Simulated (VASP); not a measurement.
**Ca3TiN: single point with PBE**

Crystal: Ca3TiN.

```
CELL_PARAMETERS angstrom
4.99316 0.00000 0.00000
0.00000 4.99316 0.00000
0.00000 0.00000 4.99316
ATOMIC_POSITIONS crystal
Ca 0.50000 0.50000 0.00000
Ca 0.00000 0.50000 0.50000
Ca 0.50000 0.00000 0.50000
Ti 0.00000 0.00000 0.00000
N 0.50000 0.50000 0.50000
```

The cell was built from a structure type or drawn by symmetry, and may not be a known phase.

```yaml
Program: VASP 6.6.1
Task: single point
Functional: PBE
Potentials_or_basis: VASP PAW PBE potentials, release 64 (Ca_sv, Ti_sv, N)
Cutoff: 520 eV
k_mesh: 8 × 8 × 8
Occupations: gaussian, width 0.1 eV
Spin: collinear spin
Starting_moments: "[0.0, 0.0, 0.0, 2.65, 0.0] μB"
```

| Property | Result |
| --- | --- |
| Pressure | -0.9 GPa |
| Net moment | 0.00 μB per cell |
| Valence electrons inside the program's atomic spheres | Ca 8.18; Ti 10.07; N 3.57 |

Levels at points of the mesh, in eV from the Fermi level:
Spin up:
| k point | band 21 | band 22 | band 23 | band 24 | band 25 | band 26 |
| --- | --- | --- | --- | --- | --- | --- |
| (0.00, 0.00, 0.00) | -1.13 | -0.93 | -0.93 | -0.10 | -0.10 | -0.10 |
| (0.50, 0.00, 0.00) | -1.37 | -1.34 | -0.49 | 0.10 | 0.41 | 0.41 |
| (0.50, 0.50, 0.00) | -1.47 | -0.36 | -0.15 | -0.15 | 0.12 | 0.12 |
| (0.50, 0.50, 0.50) | -1.51 | -0.09 | -0.09 | -0.09 | 0.31 | 0.31 |
Spin down:
| k point | band 20 | band 21 | band 22 | band 23 | band 24 | band 25 | band 26 | band 27 |
| --- | --- | --- | --- | --- | --- | --- | --- | --- |
| (0.00, 0.00, 0.00) | -1.13 | -1.13 | -0.93 | -0.93 | -0.10 | -0.10 | -0.10 | 2.49 |
| (0.50, 0.00, 0.00) | -1.37 | -1.37 | -1.34 | -0.49 | 0.10 | 0.41 | 0.41 | 0.52 |
| (0.50, 0.50, 0.00) | -1.79 | -1.47 | -0.36 | -0.15 | -0.15 | 0.12 | 0.12 | 0.15 |
| (0.50, 0.50, 0.50) | -2.70 | -1.51 | -0.10 | -0.10 | -0.10 | 0.31 | 0.31 | 0.31 |

Wall time 11 min on 1 thread of Intel(R) Xeon(R) Platinum 8259CL CPU @ 2.50GHz (Skylake/Cascade Lake), with other jobs on the host, peak memory 0.45 GiB.
